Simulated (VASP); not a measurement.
A run of VASP 6.6.1:

INCAR

```
ALGO = Normal
EDIFF = 1E-6
ENCUT = 600
GGA = PE
GGA_COMPAT = F
ISIF = 2
ISMEAR = 0
ISPIN = 2
ISYM = 0
KPAR = 4
LASPH = T
LCHARG = F
LDAU = T
LDAUJ = 0 0 0 0
LDAUL = 2 -1 2 -1
LDAUPRINT = 1
LDAUTYPE = 2
LDAUU = 4.8 0 2.13 0
LMAXMIX = 4
LORBIT = 11
LREAL = F
LWAVE = F
MAGMOM = 1 1 0 0 4 4 0 0
NBANDS = 45
NELM = 200
PREC = Accurate
SIGMA = 0.0912
```

File KPOINTS:

```
k-points
0
Gamma
  6 6 3
```

POSCAR

```
FeCuSO
1.0
    3.8810151900      0.0000000000      0.0000000000
    0.0000000000      3.8810151900      0.0000000000
    0.0000000000      0.0000000000      8.7787164200
Cu S Fe O
2 2 2 2
Direct
    0.7500000000      0.2500000000      0.5000000000
    0.2500000000      0.7500000000      0.5000000000
    0.2500000000      0.2500000000      0.3442000000
    0.7500000000      0.7500000000      0.6558000000
    0.2500000000      0.7500000000      0.0000000000
    0.7500000000      0.2500000000      0.0000000000
    0.2500000000      0.2500000000      0.9256000000
    0.7500000000      0.7500000000      0.0744000000
```

Potentials or basis: VASP PAW PBE potentials, release 64 (Cu, S, Fe, O).

The run is started by

```console
$ cat potpaw_PBE.64/Cu/POTCAR potpaw_PBE.64/S/POTCAR potpaw_PBE.64/Fe/POTCAR potpaw_PBE.64/O/POTCAR > POTCAR
$ mpirun -np 4 vasp_std > vasp.out
```

Hardware: 4 MPI ranks on AMD EPYC 7R43 64-Core Processor (Zen 3), with other jobs on the host.

**Question.** Estimate the wall time of this run.

**Answer.** It took 16 min on 4 MPI ranks on AMD EPYC 7R43 64-Core Processor (Zen 3) (shared host), peak memory 0.71 GiB a rank. Counts: scf iterations 32, k points 56.
